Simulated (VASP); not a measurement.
**MgO: single point with PBE+D3(BJ)**

The system is MgO, a slab with vacuum.

```
Mg O
1.0
     5.89685    0.00000    0.00000
     2.94842    5.10682    0.00000
     0.00000    0.00000   19.01844
Mg O
12 12
Direct
  0.00000 0.00000 0.05258
  0.00000 0.50000 0.05258
  0.50000 0.00000 0.05258
  0.50000 0.50000 0.05258
  0.64465 0.67480 0.19400
  0.64993 0.14363 0.19065
  0.16848 0.67467 0.19463
  0.15099 0.18397 0.19243
  0.40777 0.30818 0.33243
  0.33398 0.83238 0.32939
  0.84493 0.33618 0.33840
  0.82939 0.81142 0.32078
  0.33333 0.83334 0.11587
  0.33333 0.33334 0.11587
  0.83334 0.83334 0.11587
  0.83332 0.33334 0.11587
  0.96933 0.53172 0.24049
  0.01657 0.00746 0.24669
  0.51270 0.47194 0.25125
  0.48319 0.01866 0.25363
  0.74894 0.09918 0.38221
  0.65923 0.67780 0.38017
  0.19704 0.18356 0.37949
  0.16939 0.65117 0.37829
```

```yaml
Program: VASP 6.6.1
Task: single point
Functional: PBE
Dispersion: D3(BJ)
Potentials_or_basis: VASP PAW PBE potentials, release 64 (Mg, O)
Cutoff: 520 eV
k_mesh: 2 × 2 × 1
Occupations: fermi-dirac, width 0.05 eV
Spin: no spin polarisation
Dipole_correction: no
Further_INCAR_settings: LREAL = Auto; ALGO = Normal; EDIFF = 1e-06; NBANDS = 66
```

```
Largest force              : 2.153 eV/Å
Band gap on the k mesh     : zero (bands 48 and 49 overlap by 0.20 eV)
Dispersion energy per atom : -0.204 eV
```

Forces in eV/Å, atoms in the order of the input:
```
Mg   0.005  0.018  1.519
Mg  -0.007  0.042  1.584
Mg  -0.050 -0.022  1.282
Mg   0.014 -0.034  1.479
Mg  -0.381 -0.409 -0.479
Mg   1.914  0.985 -0.052
Mg  -0.176 -0.372 -0.274
Mg   0.119  0.562 -0.054
Mg  -1.040  0.092 -0.067
Mg  -0.533  0.922 -0.264
Mg   0.865 -0.531 -0.565
Mg   1.123 -0.453 -0.407
O    0.106 -0.062 -0.629
O   -0.006 -0.142 -0.808
O   -0.183  0.271 -1.103
O   -0.158  0.014 -1.413
O    0.640 -0.458  0.843
O   -1.180 -0.647  0.490
O   -0.037  0.959 -0.112
O   -0.160 -1.069 -0.467
O   -0.185  0.605 -0.011
O   -0.270 -0.312  0.047
O   -0.171 -0.036 -0.145
O   -0.248  0.076 -0.394
```

Levels at points of the mesh, in eV from the Fermi level:
```csv
k point,band 45,band 46,band 47,band 48,band 49,band 50,band 51,band 52,band 53,band 54
"(0.00, 0.00, 0.00)",-0.27,-0.23,-0.16,0.16,0.26,2.41,2.43,2.46,3.56,3.57
"(0.50, 0.00, 0.00)",-0.21,-0.13,-0.09,-0.03,-0.02,0.04,1.86,1.88,5.47,5.56
"(0.50, 0.50, 0.00)",-0.25,-0.10,-0.09,-0.08,-0.03,0.11,1.86,1.87,5.52,5.52
"(0.00, 0.50, 0.00)",-0.23,-0.11,-0.08,-0.06,-0.04,0.06,1.86,1.87,5.49,5.54
```

Run time: 15 min on 1 thread of Intel(R) Xeon(R) Platinum 8259CL CPU @ 2.50GHz (Skylake/Cascade Lake), with other jobs on the host, peak memory 0.68 GiB.

Caveat: the k points lie up to 0.62 Å⁻¹ apart; there is no dipole correction, which matters where the two faces differ.
